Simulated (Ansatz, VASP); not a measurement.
Given: the input of a run of VASP 6.6.1 on MnAs.

File INCAR:

```
SYSTEM = MnAs
PREC = Accurate ; ENCUT = 520
EDIFF = 1E-7 ; ISMEAR = -1
SIGMA = 0.05 ; LREAL = .False.
LASPH = .True. ; NELM = 150
ALGO = Normal ; ISIF = 2
LWAVE = .False. ; LCHARG = .False.
ISPIN = 2 ; MAGMOM = 0 0 4 4
LORBIT = 11 ; LMAXMIX = 4
GGA = PS ; NBANDS = 30
```

The input KPOINTS:

```
Automatic mesh
0
Gamma
  8 8 5
  0 0 0
```

File POSCAR:

```
MnAs
1.0
    3.7588213882      0.0000000000      0.0000000000
   -1.8794106941      3.2552348104      0.0000000000
    0.0000000000      0.0000000000      5.7658901671
As Mn
2 2
Direct
    0.6666666667      0.3333333333      0.7500000000
    0.3333333333      0.6666666667      0.2500000000
    0.0000000000      0.0000000000      0.5000000000
    0.0000000000      0.0000000000      0.0000000000
```

Potentials or basis: VASP PAW PBE potentials, release 64 (As, Mn_pv).

Launch:

```console
$ cat potpaw_PBE.64/As/POTCAR potpaw_PBE.64/Mn_pv/POTCAR > POTCAR
$ mpirun -np 1 vasp_std > vasp.out
```

Q: Set up the same calculation for Ansatz 0.2.0. Potentials there: Ansatz PAW.

A: As run (the cutoff follows the program's own potentials):

Contents of input.yaml:

```yaml
crystal:
  lattice:
    - [3.7588213882, 0.0, 0.0]
    - [-1.8794106941, 3.2552348104, 0.0]
    - [0.0, 0.0, 5.7658901671]
  atoms:
    - { symbol: As, position: [0.6666666667, 0.3333333333, 0.75] }
    - { symbol: As, position: [0.3333333333, 0.6666666667, 0.25] }
    - { symbol: Mn, position: [0.0, 0.0, 0.5], spin: 4.0 }
    - { symbol: Mn, position: [0.0, 0.0, 0.0], spin: 4.0 }
hamiltonian:
  xc: pbesol
  pseudopotentials: { kind: paw }
magnetization:
  spin_polarized: true
kpoints:
  mp_grid: { grid: [8, 8, 5] }
scf:
  occupations: { method: fermi_dirac, width: 0.05 }
output:
  forces: true
  stress: true
  eigenvalues: true
```

Potentials or basis: Ansatz PAW.

The run is started by

```bash
$ ansatz run input.yaml --threads 2 --pin off --max-ram 5632MiB --backend cpu --events-out ev --progress --plain --runs-dir out
```

Both were run:

|  | VASP | Ansatz | Ansatz less VASP |
| --- | --- | --- | --- |
| gap on the k mesh at the Fermi level (eV) | none | none | - |
| pressure (GPa) | -10.1 | -10.3 | -0.19 |
| traceless stress, the component that is largest in VASP (GPa) | -1.80 | -1.79 | +0.008 |
| net moment per atom (μB) | 1.63 | 1.63 | +0.002 |
| size of the moment on the site where the two differ most (μB) | 3.31 | 3.27 | -0.032 |

VASP's potentials were made for PBE, not for PBEsol. Site moments also hang on the region over which each program counts them. A gap of «none» marks a metal or a gap that the smearing closes. VASP's potentials hold 36 valence electrons a cell and Ansatz's 60, so a difference there can come from the potentials and not from the codes.
